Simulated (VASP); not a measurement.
A run of VASP 6.6.1 is set up as follows.

File INCAR:

```
SYSTEM = Cu
ALGO = Normal ; DIPOL = 0.5 0.5 0.426
EDIFF = 1E-7 ; ENCUT = 520
GGA = PE ; IDIPOL = 3
ISIF = 2 ; ISMEAR = 0
IVDW = 12 ; LASPH = .TRUE.
LCHARG = .TRUE. ; LDIPOL = .TRUE.
LELF = .TRUE. ; LREAL = Auto
LVACPOTAV = .TRUE. ; LVHAR = .TRUE.
LWAVE = .FALSE. ; NBANDS = 102
NELM = 60 ; PREC = Accurate
SIGMA = 0.1
```

File KPOINTS:

```
k-points
0
G
  4 4 1
  0 0 0
```

POSCAR

```
Cu
1.0
    5.0393684365      0.0000000000      0.0000000000
    0.0000000000      5.0393684365      0.0000000000
    0.0000000000      0.0000000000     25.0575573915
Cu
16
Direct
    0.2500000000      0.2500000000      0.3192649576
    0.2500000000      0.7500000000      0.3192649576
    0.7500000000      0.2500000000      0.3192649576
    0.7500000000      0.7500000000      0.3192649576
    0.5000000000      0.5000000000      0.3903686877
    0.5000000000      0.0000000000      0.3903686877
    0.0000000000      0.5000000000      0.3903686877
    0.0000000000      0.0000000000      0.3903686877
    0.7493992582      0.7503864576      0.4629989437
    0.7493448413      0.2497813252      0.4629540265
    0.2506419321      0.7502739682      0.4629216511
    0.2506849300      0.2498970352      0.4628700608
    0.0006896614      0.0004468674      0.5327311234
    0.0001270242      0.4999121187      0.5330732553
    0.4994001015      0.0002205397      0.5340689992
    0.4999250083      0.5000271564      0.5333691274
```

Potentials or basis: VASP PAW PBE potentials, release 64 (Cu).

Run with:

```bash
$ cat potpaw_PBE.64/Cu/POTCAR > POTCAR
$ mpirun -np 1 vasp_std > vasp.out
```

Question: Predict the largest force.

Answer: 0.112 eV/Å.

Question: Estimate the dispersion energy per atom.

Answer: -0.418 eV.

Forces on the atoms (eV/Å):
```
Cu   0.000  0.000  0.040
Cu   0.000  0.000  0.040
Cu   0.000  0.000  0.040
Cu   0.000  0.000  0.040
Cu   0.003  0.003 -0.070
Cu   0.003 -0.001 -0.082
Cu  -0.003  0.002 -0.057
Cu  -0.003 -0.001 -0.059
Cu   0.008 -0.009 -0.018
Cu   0.009  0.010 -0.015
Cu  -0.008 -0.009 -0.015
Cu  -0.008  0.009 -0.012
Cu  -0.029 -0.012  0.108
Cu  -0.003  0.010  0.055
Cu   0.027 -0.004 -0.036
Cu   0.002  0.003  0.040
```
